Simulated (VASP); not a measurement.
# MgSe5 (P6/mmm) in VASP: notebook

MgSe5 is run at these levels: PBE; tasks: single point, relaxation of cell and atoms.

Everything below comes from runs of VASP 6.6.1. Logs are shortened: lines on timing, memory, paths and dates and some standing lists are left out, and cuts for length are marked.

**1. The cell of the first run**

It takes space group P6/mmm (No. 191, hexagonal). Conventional cell: a = 6.046 Å, b = 6.046 Å, c = 4.506 Å, α = 90.00°, β = 90.00°, γ = 120.00°. Mg (site symmetry 6/mmm) has 18 Se at 3.49 to 3.77 Å and 2 Mg at 4.51 Å within 4.6 Å. Se (site symmetry mmm) has 8 Se at 2.85 to 3.02 Å and 4 Mg at 3.77 Å within 3.8 Å. Within 3.8 Å of Se (site symmetry -6m2) lie 9 Se at 2.85 to 3.49 Å and 3 Mg at 3.49 Å.

The cell was built from a structure type or drawn by symmetry, and may not be a known phase.

**2. Single point, PBE**

INCAR

```
SYSTEM = MgSe5
ALGO = Normal
EDIFF = 1E-7
ENCUT = 520
GGA = PE
ISIF = 2
ISMEAR = 0
LASPH = .TRUE.
LCHARG = .FALSE.
LREAL = .FALSE.
LWAVE = .FALSE.
NBANDS = 25
NELM = 100
PREC = Accurate
SIGMA = 0.1
```

KPOINTS

```
k-points
0
G
  3 3 4
  0 0 0
```

POSCAR

```
MgSe5
1.0
    6.0456053161      0.0000000000      0.0000000000
   -3.0228026580      5.2356477850      0.0000000000
    0.0000000000      0.0000000000      4.5057934933
Mg Se
1 5
Direct
    0.0000000000      0.0000000000      0.0000000000
    0.5000000000      0.0000000000      0.5000000000
    0.5000000000      0.5000000000      0.5000000000
    0.0000000000      0.5000000000      0.5000000000
    0.3333333333      0.6666666667      0.0000000000
    0.6666666667      0.3333333333      0.0000000000
```

Potentials or basis: VASP PAW PBE potentials, release 64 (Mg, Se).

The run is started by

```sh
$ cat potpaw_PBE.64/Mg/POTCAR potpaw_PBE.64/Se/POTCAR > POTCAR
$ mpirun -np 1 vasp_std > vasp.out
```

OUTCAR:

```text
SYSTEM = MgSe5
   EDIFF = 1E-7
   ENCUT = 520
   GGA = PE
   ISIF = 2
   ISMEAR = 0
   LASPH = .TRUE.
   LREAL = .FALSE.
   NELM = 100
   PREC = Accurate

 ion  position               nearest neighbor table
   1  0.000  0.000  0.000-
   2  0.500  0.000  0.500-
   3  0.500  0.500  0.500-
   4  0.000  0.500  0.500-
   5  0.333  0.667  0.000-
   6  0.667  0.333  0.000-

  LATTYP: Found a hexagonal cell.
 ALAT       =     6.0456053161
 C/A-ratio  =     0.7453006370

  Lattice vectors:

 A1 = (   6.0456053161,   0.0000000000,   0.0000000000)
 A2 = (  -3.0228026580,   5.2356477850,   0.0000000000)
 A3 = (   0.0000000000,   0.0000000000,   4.5057934933)

Analysis of symmetry for initial positions (statically):
=====================================================================
 Subroutine PRICEL returns:
 Original cell was already a primitive cell.

 Routine SETGRP: Setting up the symmetry group for a
 hexagonal supercell.

 Subroutine GETGRP returns: Found 24 space group operations
 (whereof 24 operations were pure point group operations)
 out of a pool of 24 trial point group operations.

The static configuration has the point symmetry D_6h.

Analysis of symmetry for dynamics (positions and initial velocities):
=====================================================================
 Subroutine PRICEL returns:
 Original cell was already a primitive cell.

 Routine SETGRP: Setting up the symmetry group for a
 hexagonal supercell.

 Subroutine GETGRP returns: Found 24 space group operations
 (whereof 24 operations were pure point group operations)
 out of a pool of 24 trial point group operations.

The dynamic configuration has the point symmetry D_6h.

 Subroutine INISYM returns: Found 24 space group operations
 (whereof 24 operations are pure point group operations),
 and found     1 'primitive' translations

----------------------------------------------------------------------------------------

                                     Primitive cell

  volume of cell :     142.6203

  direct lattice vectors                    reciprocal lattice vectors
     6.045605316  0.000000000  0.000000000     0.165409409  0.095499167  0.000000000
    -3.022802658  5.235647785  0.000000000     0.000000000  0.190998333  0.000000000
     0.000000000  0.000000000  4.505793493     0.000000000  0.000000000  0.221936492

  length of vectors
     6.045605316  6.045605316  4.505793493     0.190998333  0.190998333  0.221936492

  position of ions in fractional coordinates (direct lattice)
     0.000000000  0.000000000  0.000000000
     0.500000000  0.000000000  0.500000000
     0.500000000  0.500000000  0.500000000
     0.000000000  0.500000000  0.500000000
     0.333333333  0.666666667  0.000000000
     0.666666667  0.333333333  0.000000000

  ion indices of the primitive-cell ions
   primitive index   ion index
                 1           1
                 2           2
                 3           3
                 4           4
                 5           5
                 6           6

----------------------------------------------------------------------------------------

 KPOINTS: k-points

Automatic generation of k-mesh.
 Grid dimensions read from file:
 generate k-points for:    3    3    4

 Generating k-lattice:

  Cartesian coordinates                     Fractional coordinates (reciprocal lattice)
     0.055136470  0.031833056  0.000000000     0.333333333 -0.000000000  0.000000000
     0.000000000  0.063666111  0.000000000     0.000000000  0.333333333  0.000000000
     0.000000000  0.000000000  0.055484123     0.000000000  0.000000000  0.250000000

  Length of vectors
     0.063666111  0.063666111  0.055484123

  Shift w.r.t. Gamma in fractional coordinates (k-lattice)
     0.000000000  0.000000000  0.000000000

 Subroutine IBZKPT returns following result:
 ===========================================

 Found      9 irreducible k-points:

 Following reciprocal coordinates:
            Coordinates               Weight
  0.000000  0.000000  0.000000      1.000000
[... 48 lines left out ...]
      2      -8.9973      2.00000
      3      -8.4754      2.00000
      4      -8.4754      2.00000
      5      -7.2185      2.00000
      6      -2.2254      2.00000
[... 17 lines left out ...]
     24       9.7004      0.00000
     25       9.7304      0.00000

 k-point     2 :       0.3333    0.0000    0.0000
  band No.  band energies     occupation
      1     -11.5063      2.00000
      2     -10.1873      2.00000
      3      -8.5159      2.00000
      4      -7.5909      2.00000
      5      -7.1910      2.00000
      6      -1.8476      2.00000
[... 17 lines left out ...]
     24       9.2409      0.00000
     25      10.6709      0.00000

 k-point     3 :       0.3333    0.3333    0.0000
  band No.  band energies     occupation
      1     -10.9484      2.00000
      2     -10.9484      2.00000
      3      -8.5689      2.00000
      4      -7.2589      2.00000
      5      -7.2589      2.00000
      6      -1.2238      2.00000
[... 17 lines left out ...]
     24       8.3490      0.00000
     25      10.5849      0.00000

 k-point     4 :       0.0000    0.0000    0.2500
  band No.  band energies     occupation
      1     -11.4663      2.00000
      2      -8.8214      2.00000
      3      -8.4357      2.00000
      4      -8.3716      2.00000
      5      -8.3716      2.00000
      6      -2.5327      2.00000
[... 17 lines left out ...]
     24       8.8671      0.00000
     25      10.5078      0.00000
[... 57 lines left out ...]
 k-point     7 :       0.0000    0.0000    0.5000
  band No.  band energies     occupation
      1     -10.6454      2.00000
      2      -9.8325      2.00000
      3      -8.6159      2.00000
      4      -8.2592      2.00000
      5      -8.2592      2.00000
      6      -3.5158      2.00000
[... 17 lines left out ...]
     24       8.2271      0.00000
     25      12.0495      0.00000

 k-point     8 :       0.3333    0.0000    0.5000
  band No.  band energies     occupation
      1     -10.2919      2.00000
      2      -9.6122      2.00000
      3      -9.0202      2.00000
      4      -8.9214      2.00000
      5      -8.2936      2.00000
      6      -2.3301      2.00000
[... 17 lines left out ...]
     24       8.3937      0.00000
     25      10.9345      0.00000

 k-point     9 :       0.3333    0.3333    0.5000
  band No.  band energies     occupation
      1      -9.7302      2.00000
      2      -9.7302      2.00000
      3      -9.2867      2.00000
      4      -9.2867      2.00000
      5      -8.3361      2.00000
      6      -1.8643      2.00000
[... 17 lines left out ...]
     24       8.6017      0.00000
     25      10.7107      0.00000

------------------------ aborting loop because EDIFF is reached ----------------------------------------

  FORCE on cell =-STRESS in cart. coord.  units (eV):
  Direction    XX          YY          ZZ          XY          YZ          ZX
  --------------------------------------------------------------------------------------
  -------------------------------------------------------------------------------------
  Total        0.0845689      0.0845689      0.0373106      0.0000000      0.0000000      0.0000000
  in kB        0.9500359      0.9500359      0.4191425      0.0000000      0.0000000      0.0000000
  external PRESSURE =       0.7730714 kB  Pullay stress =       0.0000000 kB

 VOLUME and BASIS-vectors are now :
 -----------------------------------------------------------------------------
  energy-cutoff  :      520.00
  volume of cell :      142.62
      direct lattice vectors                 reciprocal lattice vectors
     6.045605316  0.000000000  0.000000000     0.165409409  0.095499167  0.000000000
    -3.022802658  5.235647785  0.000000000     0.000000000  0.190998333  0.000000000
     0.000000000  0.000000000  4.505793493     0.000000000  0.000000000  0.221936492

 POSITION                                       TOTAL-FORCE (eV/Angst)
 -----------------------------------------------------------------------------------
      0.00000      0.00000      0.00000        -0.000000      0.000000      0.000000
      3.02280      0.00000      2.25290        -0.000000      0.000000      0.000000
      1.51140      2.61782      2.25290        -0.000000      0.000000      0.000000
     -1.51140      2.61782      2.25290        -0.000000      0.000000      0.000000
     -0.00000      3.49043      0.00000        -0.000000      0.000000      0.000000
      3.02280      1.74522      0.00000         0.000000     -0.000000      0.000000
 -----------------------------------------------------------------------------------
    total drift:                               -0.000000      0.000000     -0.000000

  FREE ENERGIE OF THE ION-ELECTRON SYSTEM (eV)
  ---------------------------------------------------
  free  energy   TOTEN  =       -16.7842482601 eV

  energy  without entropy=      -16.7732311333  energy(sigma->0) =      -16.77873970
```

It took 26 s on 1 thread of Intel Xeon 6975P-C (Granite Rapids), shared host; peak memory 0.26 GiB.

Results:

| Property | Result |
| --- | --- |
| Free energy | -16.7842 eV |
| Pressure | 0.1 GPa |
| Band gap on the k mesh | zero (bands 16 and 17 overlap by 1.51 eV) |

Levels at points of the mesh, in eV from the Fermi level:
```
           k point  band 13  band 14  band 15  band 16  band 17  band 18  band 19  band 20
(0.00, 0.00, 0.00)    -1.93    -1.93    -1.37    -0.38    -0.38     0.89     1.63     1.63
(0.00, 0.00, 0.50)    -1.70    -0.86     0.62     0.99     1.46     1.46     1.51     2.19
```

Caveat: the k points lie up to 0.40 Å⁻¹ apart, too coarse for converged energies and pressures of a metal.

**3. Relaxation of cell and atoms, PBE**

This run uses another cell than the first one, of 27.56 Å³/atom.

INCAR

```
SYSTEM = MgSe5
  PREC = Accurate
  ENCUT = 600
  EDIFF = 1E-7
  ISMEAR = 0
  SIGMA = 0.1
  LREAL = .FALSE.
  LASPH = .TRUE.
  NELM = 80
  ALGO = Normal
  ISIF = 3
  LWAVE = .FALSE.
  LCHARG = .FALSE.
  GGA = PE
  IBRION = 2
  NSW = 90
  EDIFFG = -0.04
```

KPOINTS

```
regular mesh
0
G
  3 3 4
  0 0 0
```

POSCAR

```
MgSe5
1.0
    6.1193189000      0.0000000000      0.0000000000
   -3.0596594500      5.2994856200      0.0000000000
    0.0000000000      0.0000000000      5.0986431600
Mg Se
1 5
Direct
    0.0000000000      0.0000000000      0.0000000000
    0.5000000000      0.0000000000      0.5000000000
    0.5000000000      0.5000000000      0.5000000000
    0.0000000000      0.5000000000      0.5000000000
    0.3333333300      0.6666666700      0.0000000000
    0.6666666700      0.3333333300      0.0000000000
```

Potentials or basis: VASP PAW PBE potentials, release 64 (Mg, Se).

The run is started by

```sh
$ cat potpaw_PBE.64/Mg/POTCAR potpaw_PBE.64/Se/POTCAR > POTCAR
$ mpirun -np 1 vasp_std > vasp.out
```

Run time: 2.9 min. Hardware: 1 thread of Intel Xeon 6975P-C (Granite Rapids), shared host; peak memory 0.34 GiB.

Results (log left out):

- Free energy: -16.7852 eV
- Relaxed volume: 23.81 Å³/atom
- Relaxed cell: a = 6.054 Å, b = 6.054 Å, c = 4.501 Å, α = 90.00°, β = 90.00°, γ = 120.00°
- Space group after relaxing (to 0.1 Å): P6/mmm (No. 191)
- Energy gained by relaxing: 121.1 meV/atom
- Ionic steps: 7
- Pressure after relaxing: 0.0 GPa
- Band gap on the k mesh: zero (bands 16 and 17 overlap by 1.48 eV)

The path:
```
step  energy change (eV)  largest force (eV/Å)  pressure (GPa)  volume (Å³)
   1              0.0000                0.0000           -5.91       165.35
   2             -0.6251                0.0000           -0.23       142.14
   3             -0.6324                0.0000            0.60       140.05
   4             -0.6955                0.0000            0.66       140.28
   5             -0.7194                0.0000            0.94       140.41
   6             -0.7251                0.0000           -0.39       143.98
   7             -0.7264                0.0000            0.01       142.87
```

Final structure:
```
CELL_PARAMETERS angstrom
6.05380 0.00000 0.00000
-3.02690 5.24275 0.00000
0.00000 0.00000 4.50148
ATOMIC_POSITIONS crystal
Mg 0.00000 0.00000 0.00000
Se 0.50000 0.00000 0.50000
Se 0.50000 0.50000 0.50000
Se 0.00000 0.50000 0.50000
Se 0.33333 0.66667 0.00000
Se 0.66667 0.33333 0.00000
```

Levels at points of the mesh, in eV from the Fermi level:
| k point | band 12 | band 13 | band 14 | band 15 | band 16 | band 17 | band 18 | band 19 | band 20 |
| --- | --- | --- | --- | --- | --- | --- | --- | --- | --- |
| (0.00, 0.00, 0.00) | -2.45 | -1.93 | -1.93 | -1.37 | -0.39 | -0.39 | 0.87 | 1.62 | 1.62 |
| (0.00, 0.00, 0.50) | -2.08 | -1.70 | -0.86 | 0.62 | 0.97 | 1.44 | 1.51 | 2.21 | 2.48 |

Caveat: the k points lie up to 0.40 Å⁻¹ apart in the final cell, too coarse for converged energies and pressures of a metal.

**4. Single point, PBE**

This run uses another cell than the first one, of 23.53 Å³/atom.

INCAR

```
PREC = Accurate
ENCUT = 520
EDIFF = 1E-6
ISMEAR = 0
SIGMA = 0.1
LREAL = False
LASPH = True
NELM = 80
ALGO = Normal
ISIF = 2
LWAVE = False
LCHARG = False
GGA = PE
NBANDS = 25
```

KPOINTS

```
Automatic mesh
0
Gamma
  6 6 8
```

POSCAR

```
MgSe5
1.0
    5.5509192579      0.0000000000      0.0000000000
   -2.7754596289      4.8072370917      0.0000000000
    0.0000000000      0.0000000000      5.2906460087
Mg Se
1 5
Direct
    0.0000000000      0.0000000000      0.0000000000
    0.5000000000      0.0000000000      0.5000000000
    0.5000000000      0.5000000000      0.5000000000
    0.0000000000      0.5000000000      0.5000000000
    0.3333333333      0.6666666667      0.0000000000
    0.6666666667      0.3333333333      0.0000000000
```

The run is started by

```sh
$ cat potpaw_PBE.64/Mg/POTCAR potpaw_PBE.64/Se/POTCAR > POTCAR
$ mpirun -np 1 vasp_std > vasp.out
```

It took 70 s on 1 thread of Intel Xeon 6975P-C (Granite Rapids), shared host; peak memory 0.3 GiB.

Results (log left out):

```yaml
Free_energy: -16.7480 eV
Pressure: 0.0 GPa
Band_gap_on_the_k_mesh: zero (bands 16 and 17 overlap by 1.31 eV)
```

Levels at points of the mesh, in eV from the Fermi level:
| k point | band 12 | band 13 | band 14 | band 15 | band 16 | band 17 | band 18 | band 19 | band 20 | band 21 |
| --- | --- | --- | --- | --- | --- | --- | --- | --- | --- | --- |
| (0.00, 0.00, 0.00) | -2.15 | -1.62 | -1.62 | -0.93 | -0.93 | -0.81 | 2.12 | 2.26 | 3.07 | 3.07 |
| (0.50, 0.00, 0.00) | -2.38 | -2.12 | -1.91 | -1.77 | -0.30 | 0.44 | 0.51 | 1.78 | 1.83 | 3.05 |
| (0.00, 0.00, 0.50) | -2.11 | -1.77 | -1.77 | 0.03 | 0.10 | 0.79 | 0.79 | 1.63 | 2.14 | 3.22 |
| (0.50, 0.00, 0.50) | -1.98 | -1.72 | -1.04 | -0.89 | -0.54 | -0.45 | -0.27 | 0.49 | 1.39 | 3.00 |

**5. Relaxation of cell and atoms, PBE**

INCAR

```
SYSTEM = MgSe5
ALGO = Normal ; EDIFF = 1E-6
EDIFFG = -0.01 ; ENCUT = 600
GGA = PE ; IBRION = 2
ISIF = 3 ; ISMEAR = 0
LASPH = .TRUE. ; LCHARG = .FALSE.
LREAL = .FALSE. ; LWAVE = .FALSE.
NELM = 60 ; NSW = 100
PREC = Accurate ; SIGMA = 0.1
```

KPOINTS

```
k-points
0
G
  6 6 8
  0 0 0
```

POSCAR, as its differences from that of step 4:

```diff
@@ -2,5 +2,5 @@
 1.0
-    5.5509192579      0.0000000000      0.0000000000
-   -2.7754596289      4.8072370917      0.0000000000
-    0.0000000000      0.0000000000      5.2906460087
+    6.0456053161      0.0000000000      0.0000000000
+   -3.0228026580      5.2356477850      0.0000000000
+    0.0000000000      0.0000000000      4.5057934933
 Mg Se
```

The run is started by

```sh
$ cat potpaw_PBE.64/Mg/POTCAR potpaw_PBE.64/Se/POTCAR > POTCAR
$ mpirun -np 1 vasp_std > vasp.out
```

Wall time 12 min (1 thread of Intel Xeon 6975P-C (Granite Rapids), shared host); peak memory 0.36 GiB.

It converged, with:

| Item | Value |
| --- | --- |
| Free energy | -16.7482 eV |
| Relaxed volume | 23.52 Å³/atom |
| Relaxed cell | a = 5.553 Å, b = 5.553 Å, c = 5.286 Å, α = 90.00°, β = 90.00°, γ = 120.00° |
| Space group after relaxing (to 0.1 Å) | P6/mmm (No. 191) |
| Energy gained by relaxing | 34.4 meV/atom |
| Ionic steps | 19 |
| Pressure after relaxing | 0.0 GPa |
| Band gap on the k mesh | zero (bands 16 and 17 overlap by 1.32 eV) |

The path:
| step | energy change (eV) | largest force (eV/Å) | pressure (GPa) | volume (Å³) |
| --- | --- | --- | --- | --- |
| 1 | 0.0000 | 0.0000 | 0.87 | 142.62 |
| 2 | -0.0088 | 0.0000 | -0.24 | 145.29 |
| 3 | -0.0088 | 0.0000 | -0.20 | 145.15 |
| 4 | -0.0121 | 0.0000 | -0.22 | 144.98 |
| 5 | -0.0260 | 0.0000 | -0.29 | 144.43 |
| 6 | -0.0613 | 0.0000 | -0.35 | 143.23 |
| 7 | -0.1428 | 0.0000 | -0.02 | 140.44 |
| 8 | -0.1007 | 0.0000 | 4.05 | 133.46 |
| 9 | -0.1696 | 0.0000 | 2.30 | 135.89 |
| 10 | -0.1814 | 0.0000 | 0.88 | 138.27 |
| 11 | -0.1852 | 0.0000 | 1.45 | 137.25 |
| 12 | -0.1866 | 0.0000 | 1.44 | 137.32 |
| 13 | -0.1899 | 0.0000 | 1.43 | 137.51 |
| 14 | -0.1910 | 0.0000 | 1.43 | 137.87 |
| 15 | -0.1916 | 0.0000 | 1.43 | 137.75 |
| 16 | -0.1946 | 0.0000 | 1.27 | 138.10 |
| 17 | -0.2016 | 0.0000 | 0.80 | 139.17 |
| 18 | -0.2064 | 0.0000 | -0.08 | 141.34 |
| 19 | -0.2064 | 0.0000 | 0.00 | 141.14 |

Final structure:
```
Mg Se
1.0
     5.55259    0.00000    0.00000
    -2.77630    4.80868    0.00000
     0.00000    0.00000    5.28604
Mg Se
1 5
Direct
  0.00000 0.00000 0.00000
  0.50000 0.00000 0.50000
  0.50000 0.50000 0.50000
  0.00000 0.50000 0.50000
  0.33333 0.66667 0.00000
  0.66667 0.33333 0.00000
```

Levels at points of the mesh, in eV from the Fermi level:
```csv
k point,band 12,band 13,band 14,band 15,band 16,band 17,band 18,band 19,band 20
"(0.00, 0.00, 0.00)",-2.16,-1.62,-1.62,-0.92,-0.92,-0.81,2.12,3.06,3.06
"(0.50, 0.00, 0.00)",-2.38,-2.12,-1.92,-1.77,-0.30,0.44,0.51,1.78,1.83
"(0.00, 0.00, 0.50)",-2.11,-1.77,-1.77,0.04,0.10,0.79,0.79,1.63,2.14
"(0.50, 0.00, 0.50)",-1.99,-1.73,-1.04,-0.88,-0.54,-0.44,-0.27,0.50,1.39
```

Caveat: a cell axis changed by over 15 % at a fixed basis, so the end point is rough.

**6. The runs side by side**

```csv
task,cell,k mesh,cutoff (eV),gap on the mesh (eV),pressure (GPa),relaxed volume (Å³/atom)
single point,"a = 6.046, b = 6.046, c = 4.506 Å, angles 90.0, 90.0, 120.0°, 6 atoms",3 × 3 × 4,520,none,0.1,-
relaxation of cell and atoms,"relaxed from a = 6.119, b = 6.119, c = 5.099 Å, angles 90.0, 90.0, 120.0°, 6 atoms",3 × 3 × 4,600,none,0.0,23.81
single point,"a = 5.551, b = 5.551, c = 5.291 Å, angles 90.0, 90.0, 120.0°, 6 atoms",6 × 6 × 8,520,none,0.0,-
relaxation of cell and atoms,"relaxed from a = 6.046, b = 6.046, c = 4.506 Å, angles 90.0, 90.0, 120.0°, 6 atoms",6 × 6 × 8,600,none,0.0,23.52
```

Alike in all rows: level PBE; potentials or basis VASP PAW PBE potentials, release 64 (Mg, Se); no spin polarisation; smearing gaussian 0.1 eV.

Caveats: some runs use coarse meshes; a cell axis changed by over 15 % at a fixed basis, so the end point is rough (at least some runs).

Total energies depend on the potentials used, so only differences within one code and one set of settings carry meaning.
